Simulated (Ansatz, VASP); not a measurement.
# HfSnO4: VASP beside Ansatz

```
Hf Sn O
1.0
     3.59986    0.00000    0.00000
     0.00000    3.59986    0.00000
     0.00000    0.00000    5.42705
Hf Sn O
1 1 4
Direct
  0.00000 0.00000 0.00000
  0.50000 0.50000 0.50000
  0.00000 0.50000 0.68427
  0.50000 0.00000 0.82180
  0.50000 0.00000 0.31573
  0.00000 0.50000 0.17820
```

Alike in both runs: functional PBE; k mesh 6 × 6 × 4; occupations gaussian, width 0.1 eV; no spin polarisation.

Ansatz relaxed the structure, and its values are those at the end. VASP's run is a single point on that final structure, the one shown.

|  | VASP | Ansatz |
| --- | --- | --- |
| version | VASP 6.6.1 | Ansatz 0.2.0 |
| potentials or method | VASP PAW PBE potentials, release 64 (Hf_pv, Sn_d, O), cutoff 520 eV | scalar-relativistic, plane waves, PAW |
| valence electrons in the cell | 48 | 64 |

```tsv
	VASP	Ansatz	Ansatz less VASP
gap on the k mesh at the Fermi level (eV)	1.76	1.78	+0.017
least direct gap on the mesh (eV)	1.87	1.88	+0.011
pressure (GPa)	-1.2	0.0	+1.16
rms of the force components (eV/Å)	0.055	0.003	-0.0528
```

VASP's potentials hold 48 valence electrons a cell and Ansatz's 64, so a difference there can come from the potentials and not from the codes.

Neither program's run includes spin-orbit coupling.
